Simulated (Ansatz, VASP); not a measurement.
# CaS: VASP beside Ansatz

INCAR

```
SYSTEM = CaS
PREC     = Accurate       ! precision mode
ENCUT    = 500            ! plane-wave cutoff, eV
EDIFF    = 1E-7           ! SCF threshold, eV
ISMEAR   = 0              ! smearing method
SIGMA    = 0.15           ! smearing width, eV
LREAL    = .FALSE.        ! projectors in reciprocal space
LASPH    = .TRUE.         ! aspherical terms in the spheres
NELM     = 120            ! most SCF steps
ALGO     = Normal         ! electronic algorithm
ISIF     = 3              ! what is computed and relaxed
LWAVE    = .FALSE.        ! write WAVECAR
LCHARG   = .FALSE.        ! write CHGCAR
GGA      = PE             ! functional
IBRION   = 2              ! ionic algorithm
NSW      = 36             ! ionic steps
EDIFFG   = -0.08          ! ionic threshold
GGA_COMPAT= .FALSE.      
NELMIN   = 4
```

The input KPOINTS:

```
Automatic mesh
0
G
  4 4 4
  0 0 0
```

POSCAR

```
CaS
1.0
    0.0000000000      2.8666993600      2.8666993600
    2.8666993600      0.0000000000      2.8666993600
    2.8666993600      2.8666993600      0.0000000000
Ca S
1 1
Direct
    0.5000000000      0.5000000000      0.5000000000
    0.0000000000      0.0000000000      0.0000000000
```

Input for Ansatz:

```yaml
crystal:
  lattice:
    - [0.0, 2.86669936, 2.86669936]
    - [2.86669936, 0.0, 2.86669936]
    - [2.86669936, 2.86669936, 0.0]
  atoms:
    - { symbol: Ca, position: [0.5, 0.5, 0.5] }
    - { symbol: S, position: [0.0, 0.0, 0.0] }
basis:
  ecutwfc: 420
kpoints:
  mp_grid: { grid: [4, 4, 4] }
hamiltonian:
  xc: pbe
scf:
  occupations: { method: gaussian, width: 0.15 }
  lower_state_search: "off"
output:
  forces: true
  stress: true
  eigenvalues: true
relax:
  adjacent_minimum: "off"
  f_tol: 0.08
  max_steps: 16
  cell: { stress_tol: 0.8 }
```

Change from the starting cell: species swapped into the HoAs type (Fm-3m, No. 225).

Alike in both runs: task relaxation of cell and atoms; functional PBE; k mesh 4 × 4 × 4; occupations gaussian, width 0.15 eV; no spin polarisation.

|  | VASP | Ansatz |
| --- | --- | --- |
| version | VASP 6.6.1 | Ansatz 0.2.0 |
| potentials or method | VASP PAW PBE potentials, release 64 (Ca_sv, S), cutoff 500 eV | scalar-relativistic, plane waves, PAW |
| valence electrons in the cell | 16 | 16 |

Ansatz gave:

```
gap on the k mesh at the Fermi level, each at its own relaxed structure (eV) : 2.40
relaxed volume (Å³/atom)                                                     : 23.56
relaxed cell length with the largest relative difference (Å)                 : 4.054
```

Estimate VASP's values.

gap on the k mesh at the Fermi level, each at its own relaxed structure (eV): 2.39; relaxed volume (Å³/atom): 23.56; relaxed cell length with the largest relative difference (Å): 4.054.

The k mesh is coarse, so the values compare programs but aren't converged. Noted on VASP's run: the relaxation stopped at its first step, so nothing moved.
